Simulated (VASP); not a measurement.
**TaN: single point with LDA**

Crystal: TaN.

```
Ta N
1.0
     5.19600    0.00000    0.00000
    -2.59800    4.49987    0.00000
     0.00000    0.00000    2.91100
Ta N
3 3
Direct
  0.00000 0.00000 0.00000
  0.66667 0.33333 0.50000
  0.33333 0.66667 0.50000
  0.00000 0.39285 0.00000
  0.60715 0.60715 0.00000
  0.39285 0.00000 0.00000
```

```
Program                : VASP 6.6.1
Task                   : single point
Functional             : LDA
Potentials or basis    : VASP PAW LDA potentials, release 64 (Ta_pv, N)
Cutoff                 : 520 eV
k mesh                 : 5 × 5 × 7
Occupations            : fermi-dirac, width 0.05 eV
Spin                   : non-collinear spin, zero start, spin-orbit coupling
Starting moments       : [[0.0, 0.0, 0.0], [0.0, 0.0, 0.0], [0.0, 0.0, 0.0], [0.0, 0.0, 0.0], [0.0, 0.0, 0.0], [0.0, 0.0, 0.0]] μB
Dipole correction      : no
Further INCAR settings : ALGO = Normal; EDIFF = 1e-06; NBANDS = 64
```

The pressure is -8.1 GPa, the largest force is 0.048 eV/Å and the net moment is 0.00 μB per cell. The valence electrons inside the program's atomic spheres are Ta 9.01, 8.98; N 3.76.

Forces on the atoms (eV/Å):
```
Ta   0.000  0.000  0.000
Ta   0.000  0.000  0.000
Ta   0.000  0.000  0.000
N    0.024 -0.042  0.000
N    0.024  0.042  0.000
N   -0.048  0.000  0.000
```

Stress tensor (GPa, compression positive):
```
-7.48  0.00  0.00
 0.00 -7.48  0.00
 0.00  0.00 -9.20
```

Moments on the atoms (μB; x, y, z):
```
Ta  0.00 0.00 0.00
Ta  0.00 0.00 0.00
Ta  0.00 0.00 0.00
N   0.00 0.00 0.00
N   0.00 0.00 0.00
N   0.00 0.00 0.00
```

It took 8.2 min on 1 thread of AMD EPYC 7R13 (shared host), peak memory 0.34 GiB.
